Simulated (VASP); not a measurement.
Runs of VASP 6.6.1 on HfN. The structure is that of space group I-4m2 (No. 119), or close to it. The cells are those of the table. 

| cell | gap on the mesh (eV) | pressure (GPa) |
| --- | --- | --- |
| a = 3.222, b = 3.222, c = 3.472 Å, angles 57.4, 57.4, 65.2°, 2 atoms | none | 37.5 |
| a = 3.344, b = 3.344, c = 3.472 Å, angles 58.7, 58.7, 62.5°, 2 atoms | none | 13.8 |
| a = 3.407, b = 3.407, c = 3.472 Å, angles 59.4, 59.4, 61.3°, 2 atoms | none | (a) |
| a = 3.282, b = 3.282, c = 3.472 Å, angles 58.1, 58.1, 63.9°, 2 atoms | none | 24.8 |

Alike in all rows: task single point; level r2SCAN; potentials or basis VASP PAW PBE potentials, release 64 (Hf_pv, N); no spin polarisation; k mesh 16 × 16 × 16; cutoff (eV) 520; smearing gaussian 0.15 eV.

Question: Estimate the missing entries.

Answer: (a) 4.4.

Caveats: the cell stands under pressure; the PAW data sets were made with another functional, which shifts forces and pressure a little; spin-orbit coupling is left out, which moves the levels of the heavy elements.

A k mesh can miss the band edges, and the runs leave out spin-orbit coupling on Hf.

A gap of «none» marks levels without a gap at the run's occupations.
